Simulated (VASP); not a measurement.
Pb:

```
Pb
1.0
     2.74682    1.58588    3.01862
    -2.74682    1.58588    3.01862
     0.00000   -3.17176    3.01862
Pb
2
Direct
  0.33333 0.33333 0.33333
  0.66667 0.66667 0.66667
```

```yaml
Program: VASP 6.6.1
Task: relaxation of cell and atoms
Functional: PBE
Potentials_or_basis: VASP PAW PBE potentials, release 64 (Pb_d)
Cutoff: 600 eV
k_mesh: 6 × 6 × 6
Occupations: gaussian, width 0.1 eV
Spin: no spin polarisation
```

At the start: pressure 0.2 GPa; volume 39.45 Å³/atom.

Question: Where does the relaxation end?

Answer: Over 26 steps the energy falls by 295.4 meV/atom and the volume is 31.60 Å³/atom (-19.9 %); space group Im-3m (No. 229, to 0.05 Å).

Step by step:
```
step  energy change (eV)  largest force (eV/Å)  pressure (GPa)  volume (Å³)
   1              0.0000                0.7539            0.18        78.90
   2             -0.0528                0.3658           -0.40        79.38
   3             -0.0611                0.2211           -0.59        79.65
   4             -0.0785                0.2603           -0.19        77.86
   5             -0.1155                0.3814            1.23        72.63
   6             -0.0743                0.6958            6.03        62.77
   7             -0.1170                0.4802            2.36        69.58
   8             -0.1215                0.4812            2.37        69.39
   9             -0.1347                0.4859            2.43        68.84
  10             -0.1602                0.5110            2.63        67.72
  11             -0.2158                0.5388            3.16        65.48
  12             -0.3131                0.6475            4.86        60.93
  13             -0.1454                0.1082           14.12        51.59
  14             -0.3074                0.8465            6.46        58.63
  15             -0.3150                0.7788            8.92        55.13
  16             -0.3353                0.6977            8.82        54.99
  17             -0.3686                0.3495            8.93        54.53
  18             -0.4025                0.3331            7.98        55.16
  19             -0.4842                0.2881            5.48        57.07
  20             -0.5708                0.2106            1.67        61.03
  21             -0.5832                0.1773            0.28        63.04
  22             -0.5836                0.1697           -0.04        63.53
  23             -0.5842                0.1642           -0.03        63.52
  24             -0.5857                0.1468           -0.02        63.47
  25             -0.5881                0.1109            0.02        63.38
  26             -0.5909                0.0380            0.11        63.19
```

Final structure:
```xyz
2
Lattice="2.8158 1.6257 2.3007 -2.8158 1.6257 2.3007 0.0000 -3.2515 2.3007" Properties=species:S:1:pos:R:3 pbc="T T T"
Pb    0.0000    0.0000    1.7350
Pb    0.0000    0.0000    5.1673
```

Caveat: the volume moved by over 15 % at a fixed basis, so the end points are rough.
